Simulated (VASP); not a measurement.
# SrTiO3 (Pm-3m) in VASP: elastic constants with LDA

Aim: the elastic constants of SrTiO3 with LDA.

All numbers are computed with VASP 6.6.1; they aren't measurements. Logs are shortened: lines on timing, memory, paths and dates and some standing lists are left out, and cuts for length are marked.

## Step 1: The cell of the first run

It takes space group Pm-3m (No. 221, cubic). Conventional cell: a = 3.854 Å, b = 3.854 Å, c = 3.854 Å, α = 90.00°, β = 90.00°, γ = 90.00°. Sr (site symmetry m-3m) has 12 O at 2.73 Å and 8 Ti at 3.34 Å within 3.6 Å. Within 2.6 Å of Ti (site symmetry m-3m) lie 6 O at 1.93 Å. Within 2.6 Å of O (site symmetry 4/mmm) lie 2 Ti at 1.93 Å.

## Step 2: Elastic constants, LDA

The input, INCAR:

```
ALGO = Normal
EDIFF = 1E-8
ENCUT = 600
IBRION = 6
ISIF = 3
ISMEAR = 0
LASPH = True
LCHARG = False
LREAL = False
LWAVE = False
NBANDS = 28
NELM = 100
NFREE = 2
NSW = 1
POTIM = 0.015
PREC = Accurate
SIGMA = 0.01
```

The input, KPOINTS:

```
k-points
0
Gamma
  6 6 6
```

The input, POSCAR:

```
SrTiO3
1.0
    3.8542045962      0.0000000000      0.0000000000
    0.0000000000      3.8542045962      0.0000000000
    0.0000000000      0.0000000000      3.8542045962
Sr Ti O
1 1 3
Direct
    0.5000000000      0.5000000000      0.5000000000
    0.0000000000      0.0000000000      0.0000000000
    0.5000000000      0.0000000000      0.0000000000
    0.0000000000      0.5000000000      0.0000000000
    0.0000000000      0.0000000000      0.5000000000
```

Potentials or basis: VASP PAW LDA potentials, release 64 (Sr_sv, Ti_sv, O).

Launch:

```bash
$ cat potpaw_LDA.64/Sr_sv/POTCAR potpaw_LDA.64/Ti_sv/POTCAR potpaw_LDA.64/O/POTCAR > POTCAR
$ mpirun -np 1 vasp_std > vasp.out
```

OUTCAR:

```text
EDIFF = 1E-8
   ENCUT = 600
   IBRION = 6
   ISIF = 3
   ISMEAR = 0
   LASPH = True
   LREAL = False
   NELM = 100
   NFREE = 2
   NSW = 1
   POTIM = 0.015
   PREC = Accurate

 ion  position               nearest neighbor table
   1  0.500  0.500  0.500-   3 2.73   4 2.73   5 2.73   3 2.73   4 2.73   3 2.73   5 2.73   3 2.73
                             4 2.73   5 2.73   4 2.73   5 2.73   2 3.34   2 3.34   2 3.34   2 3.34
   2  0.000  0.000  0.000-   3 1.93   4 1.93   5 1.93   5 1.93   4 1.93   3 1.93   1 3.34   1 3.34
                             1 3.34   1 3.34   1 3.34   1 3.34   1 3.34   1 3.34
   3  0.500  0.000  0.000-   2 1.93   2 1.93   1 2.73   1 2.73   1 2.73   1 2.73
   4  0.000  0.500  0.000-   2 1.93   2 1.93   1 2.73   1 2.73   1 2.73   1 2.73
   5  0.000  0.000  0.500-   2 1.93   2 1.93   1 2.73   1 2.73   1 2.73   1 2.73

  LATTYP: Found a simple cubic cell.
 ALAT       =     3.8542045962

  Lattice vectors:

 A1 = (   3.8542045962,   0.0000000000,   0.0000000000)
 A2 = (   0.0000000000,   3.8542045962,   0.0000000000)
 A3 = (   0.0000000000,   0.0000000000,   3.8542045962)

Analysis of symmetry for initial positions (statically):
=====================================================================
 Subroutine PRICEL returns:
 Original cell was already a primitive cell.

 Routine SETGRP: Setting up the symmetry group for a
 simple cubic supercell.

 Subroutine GETGRP returns: Found 48 space group operations
 (whereof 48 operations were pure point group operations)
 out of a pool of 48 trial point group operations.

The static configuration has the point symmetry O_h .

Analysis of symmetry for dynamics (positions and initial velocities):
=====================================================================
 Subroutine PRICEL returns:
 Original cell was already a primitive cell.

 Routine SETGRP: Setting up the symmetry group for a
 simple cubic supercell.

 Subroutine GETGRP returns: Found 48 space group operations
 (whereof 48 operations were pure point group operations)
 out of a pool of 48 trial point group operations.

The dynamic configuration has the point symmetry O_h .

 Subroutine INISYM returns: Found 48 space group operations
 (whereof 48 operations are pure point group operations),
 and found     1 'primitive' translations

----------------------------------------------------------------------------------------

                                     Primitive cell

  volume of cell :      57.2538

  direct lattice vectors                    reciprocal lattice vectors
     3.854204596  0.000000000  0.000000000     0.259456906  0.000000000  0.000000000
     0.000000000  3.854204596  0.000000000     0.000000000  0.259456906  0.000000000
     0.000000000  0.000000000  3.854204596     0.000000000  0.000000000  0.259456906

  length of vectors
     3.854204596  3.854204596  3.854204596     0.259456906  0.259456906  0.259456906

  position of ions in fractional coordinates (direct lattice)
     0.500000000  0.500000000  0.500000000
     0.000000000  0.000000000  0.000000000
     0.500000000  0.000000000  0.000000000
     0.000000000  0.500000000  0.000000000
     0.000000000  0.000000000  0.500000000

  ion indices of the primitive-cell ions
   primitive index   ion index
                 1           1
[... 121 lines left out ...]
  energy without entropy =      -44.18277122  energy(sigma->0) =      -44.18277122

------------------------ aborting loop because EDIFF is reached ----------------------------------------

  FORCE on cell =-STRESS in cart. coord.  units (eV):
  Direction    XX          YY          ZZ          XY          YZ          ZX
  --------------------------------------------------------------------------------------
  -------------------------------------------------------------------------------------
  Total        0.3182829      0.3182829      0.3182829      0.0000000     -0.0000000      0.0000000
  in kB        8.9067578      8.9067578      8.9067578      0.0000000     -0.0000000      0.0000000
  external PRESSURE =       8.9067578 kB  Pullay stress =       0.0000000 kB
[... 98 lines left out ...]
  FREE ENERGIE OF THE ION-ELECTRON SYSTEM (eV)
  ---------------------------------------------------
  free  energy   TOTEN  =       -44.1614810532 eV

  energy  without entropy=      -44.1614810532  energy(sigma->0) =      -44.16148105

[... ionic steps 4 to 18 ...]

--------------------------------------- Ionic step       19  -------------------------------------------

 number of electron      40.0000001 magnetization

------------------------ aborting loop because EDIFF is reached ----------------------------------------
[... 73 lines left out ...]
--------------------------------------- Ionic step       21  -------------------------------------------

 number of electron      40.0000001 magnetization

 Free energy of the ion-electron system (eV)
  ---------------------------------------------------
  ext. energy  EPLUGINS =         0.00000000
  ---------------------------------------------------
  free energy    TOTEN  =       -44.18233346 eV

  energy without entropy =      -44.18233346  energy(sigma->0) =      -44.18233346

 E-fermi :   4.3649     XC(G=0): -12.0009

 val. band max:        4.2089006810   @ k =   0.5000   0.5000   0.5000
 cond. band min:       6.0243685754   @ k =   0.0000   0.0000   0.0000
 fundamental gap:      1.8154678944
 Fermi energy:         4.3649049032

 k-point     1 :       0.0000    0.0000    0.0000
  band No.  band energies     occupation
      1     -51.3601      2.00000
      2     -28.1704      2.00000
      3     -28.0410      2.00000
      4     -28.0409      2.00000
      5     -28.0409      2.00000
      6     -13.0661      2.00000
[... 733 lines left out ...]
     27      11.0713      0.00000
     28      12.3701      0.00000

 [... further k-points ...]

------------------------ aborting loop because EDIFF is reached ----------------------------------------

  FORCE on cell =-STRESS in cart. coord.  units (eV):
  Direction    XX          YY          ZZ          XY          YZ          ZX
  --------------------------------------------------------------------------------------
  -------------------------------------------------------------------------------------
  Total        0.3165566      0.3203470      0.3195860      0.0000000      0.0000000      0.0000000
  in kB        8.8584473      8.9645171      8.9432218      0.0000000      0.0000000      0.0000000
  external PRESSURE =       8.9220621 kB  Pullay stress =       0.0000000 kB
[... 20 lines left out ...]
  FREE ENERGIE OF THE ION-ELECTRON SYSTEM (eV)
  ---------------------------------------------------
  free  energy   TOTEN  =       -44.1823334623 eV

  energy  without entropy=      -44.1823334623  energy(sigma->0) =      -44.18233346

 INTERNAL STRAIN TENSORS FROM STRAINED CELLS
 ============================================

 INTERNAL STRAIN TENSOR FOR ION    1 for displacements in x,y,z  (eV/Angst):
          X           Y           Z          XY          YZ          ZX
  --------------------------------------------------------------------------------
  x     0.00000     0.00000     0.00000     0.00000     0.00000    -0.00000
  y     0.00000     0.00000     0.00000     0.00000     0.00000     0.00000
  z     0.00000     0.00000     0.00000     0.00000     0.00000     0.00000

 INTERNAL STRAIN TENSORS FROM DISPLACED ATOMS
 ============================================

 INTERNAL STRAIN TENSOR FOR ION    1 for displacements in x,y,z  (eV/Angst):
          X           Y           Z          XY          YZ          ZX
  --------------------------------------------------------------------------------
  x     0.00000     0.00000     0.00000     0.00000     0.00000     0.00000
  y     0.00000     0.00000     0.00000     0.00000     0.00000     0.00000
  z     0.00000     0.00000     0.00000     0.00000     0.00000     0.00000

 INTERNAL STRAIN TENSOR FOR ION    5 for displacements in x,y,z  (eV/Angst):
          X           Y           Z          XY          YZ          ZX
  --------------------------------------------------------------------------------
  x     0.00000     0.00000     0.00000     0.00000     0.00000     0.00000
  y     0.00000     0.00000     0.00000     0.00000     0.00000     0.00000
  z     0.00000     0.00000     0.00000     0.00000     0.00000     0.00000

 Eigenvectors and eigenvalues of the dynamical matrix
 ----------------------------------------------------

   1 f  =   16.958735 THz   106.554873 2PiTHz  565.682503 cm-1    70.135660 meV
             X         Y         Z           dx          dy          dz
      1.927102  1.927102  1.927102    -0.000154    0.026031   -0.001301
      0.000000  0.000000  0.000000    -0.000323    0.054762   -0.002738
      1.927102  0.000000  0.000000     0.005091    0.353601   -0.017678
      0.000000  1.927102  0.000000    -0.002087   -0.862397   -0.017678
      0.000000  0.000000  1.927102    -0.002087    0.353601    0.043114
[... 105 lines left out ...]
  15 f/i=    0.060490 THz     0.380069 2PiTHz    2.017726 cm-1     0.250166 meV
             X         Y         Z           dx          dy          dz
      1.927102  1.927102  1.927102    -0.002937    0.063378    0.677610
      0.000000  0.000000  0.000000    -0.002150    0.046393    0.496017
      1.927102  0.000000  0.000000    -0.001327    0.029005    0.310106
      0.000000  1.927102  0.000000    -0.001344    0.028644    0.310106
      0.000000  0.000000  1.927102    -0.001344    0.029005    0.306251

--------------------------------------------------------------------------------------------------------

 ELASTIC MODULI CONTR FROM IONIC RELAXATION (kBar)
 Direction    XX          YY          ZZ          XY          YZ          ZX
 --------------------------------------------------------------------------------
 XX           0.0000      0.0000      0.0000      0.0000      0.0000      0.0000
 YY           0.0000      0.0000      0.0000      0.0000      0.0000      0.0000
 ZZ           0.0000      0.0000      0.0000      0.0000      0.0000      0.0000
 XY           0.0000      0.0000      0.0000      0.0000      0.0000      0.0000
 YZ           0.0000      0.0000      0.0000      0.0000      0.0000      0.0000
 ZX           0.0000      0.0000      0.0000      0.0000      0.0000      0.0000
 --------------------------------------------------------------------------------

 TOTAL ELASTIC MODULI (kBar)
 Direction    XX          YY          ZZ          XY          YZ          ZX
 --------------------------------------------------------------------------------
 XX        3891.9269   1104.5323   1104.5323     -0.0000     -0.0000     -0.0000
 YY        1104.5323   3891.9269   1104.5323     -0.0000      0.0000      0.0000
 ZZ        1104.5323   1104.5323   3891.9269     -0.0000      0.0000      0.0000
 XY          -0.0000     -0.0000     -0.0000   1191.3341      0.0000      0.0000
 YZ          -0.0000      0.0000      0.0000      0.0000   1191.3341      0.0000
 ZX          -0.0000      0.0000      0.0000      0.0000      0.0000   1191.3341
 --------------------------------------------------------------------------------
```

It took 17 min on 1 thread of Intel Xeon 6975P-C, shared host; peak memory 0.37 GiB.

Results:

- Elastic constants C11, C12, C44: 389, 110, 119 GPa
- Voigt bulk modulus: 203 GPa
- Highest phonon frequency at Γ, LO-TO splitting left out: 566 cm⁻¹

Phonon frequencies in cm⁻¹ (negative: imaginary):
```tsv
q point	frequencies
(0.000, 0.000, 0.000)	-2 -2 -2 65 65 65 175 175 175 224 224 224 566 566 566
```

Elastic tensor in Voigt notation (GPa, in the Cartesian axes of the cell as first typed):
```
389 110 110   0   0   0
110 389 110   0   0   0
110 110 389   0   0   0
  0   0   0 119   0   0
  0   0   0   0 119   0
  0   0   0   0   0 119
```

Clamped-ion elastic tensor (GPa):
```
389 110 110   0   0   0
110 389 110   0   0   0
110 110 389   0   0   0
  0   0   0 119   0   0
  0   0   0   0 119   0
  0   0   0   0   0 119
```
